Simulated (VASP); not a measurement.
NaI: single point with PBE+D3(BJ)

Crystal: NaI.

```
CELL_PARAMETERS angstrom
4.77225 0.00000 -0.47723
0.00000 4.10189 0.00000
-0.67738 0.00000 6.52518
ATOMIC_POSITIONS crystal
Na 0.25000 0.50000 0.24999
Na 0.75000 0.50000 0.75001
I 0.25000 0.00000 0.74991
I 0.75000 0.00000 0.25009
```

This cell differs from its parent crystal: engineering shear strain xz -0.2000, normal strain along z -0.0367.

| Item | Value |
| --- | --- |
| Program | VASP 6.6.1 |
| Task | single point |
| Functional | PBE |
| Dispersion | D3(BJ) |
| Potentials or basis | VASP PAW PBE potentials, release 64 (Na_pv, I) |
| Cutoff | 520 eV |
| k mesh | 6 × 8 × 4 |
| Occupations | gaussian, width 0.05 eV |
| Spin | no spin polarisation |

* Pressure: 1.3 GPa
* Band gap on the k mesh: 1.46 eV
* Dispersion energy per atom: -0.272 eV

Forces in eV/Å, atoms in the order of the input:
```
Na   0.000  0.000  0.000
Na   0.000  0.000  0.000
I    0.002  0.000  0.003
I   -0.002  0.000 -0.003
```

Stress tensor (GPa, compression positive):
```
 1.02  0.00  4.47
 0.00 -0.31  0.00
 4.47  0.00  3.03
```

Levels at points of the mesh, in eV from the valence-band top:
| k point | band 11 | band 12 | band 13 | band 14 | band 15 | band 16 | band 17 | band 18 |
| --- | --- | --- | --- | --- | --- | --- | --- | --- |
| (0.00, 0.00, 0.00) | -2.19 | -1.80 | -1.05 | -0.24 | 1.46 | 2.65 | 4.29 | 5.82 |
| (0.50, 0.00, 0.00) | -2.51 | -2.51 | -1.40 | -1.40 | 4.03 | 4.03 | 5.55 | 5.55 |
| (0.00, 0.50, 0.00) | -3.06 | -2.34 | -1.91 | 0.00 | 2.60 | 3.81 | 3.88 | 4.84 |
| (0.50, 0.50, 0.00) | -2.91 | -2.91 | -2.08 | -2.08 | 2.81 | 2.81 | 4.50 | 4.50 |
| (0.00, 0.00, 0.50) | -2.34 | -2.33 | -1.45 | -1.45 | 2.98 | 2.98 | 4.50 | 4.50 |
| (0.50, 0.00, 0.50) | -2.00 | -1.59 | -1.18 | -0.44 | 3.04 | 3.95 | 5.46 | 5.70 |
| (0.00, 0.50, 0.50) | -2.20 | -2.20 | -2.01 | -2.00 | 3.73 | 3.73 | 4.80 | 4.80 |
| (0.50, 0.50, 0.50) | -3.56 | -3.17 | -1.63 | -0.15 | 1.65 | 2.54 | 4.75 | 5.99 |

Wall time 4 min on 1 thread of Intel Xeon 8259CL (shared host), peak memory 0.34 GiB.

Caveat: the cell differs from its parent crystal (engineering shear strain xz -0.2000, normal strain along z -0.0367); spin-orbit coupling is left out, which moves the levels of the heavy elements. A k mesh can miss the band edges.
